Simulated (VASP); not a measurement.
The system is CuO.

```
CELL_PARAMETERS angstrom
2.34185 -1.71130 0.00000
2.34185 1.71130 0.00000
-0.85003 0.00000 5.05787
ATOMIC_POSITIONS crystal
Cu 0.50000 0.00000 0.50000
Cu 0.00000 0.50000 0.00000
O 0.41840 0.58160 0.75000
O 0.58160 0.41840 0.25000
```

Base run:

- Program: VASP 6.6.1
- Functional: revPBE
- Potentials or basis: VASP PAW PBE potentials, release 64 (Cu_sv_GW, O)
- Cutoff: 820 eV
- k mesh: 10 × 10 × 5
- Occupations: fermi-dirac, width 0.05 eV
- Spin: no spin polarisation

Its results: band gap on the k mesh zero (bands 25 and 26 overlap by 0.60 eV); pressure 9.0 GPa; largest force 0.206 eV/Å.

Task: After a change of settings the same cell gave: band gap on the k mesh zero (bands 25 and 26 overlap by 0.59 eV); pressure 12.0 GPa; largest force 0.195 eV/Å. Which change was it?
A. functional from revPBE to PBE; k mesh from 10 × 10 × 5 to 7 × 7 × 4
B. functional from revPBE to BLYP
C. functional from revPBE to PBE; occupations from fermi-dirac, width 0.05 eV to gaussian, width 0.014 eV

Result: B.

Caveats: the cell stands under pressure; the PAW data sets were made with another functional, which shifts forces and pressure a little; semilocal functionals often make such compounds metallic where correlation or magnetic order opens a gap, which also shifts bond lengths.
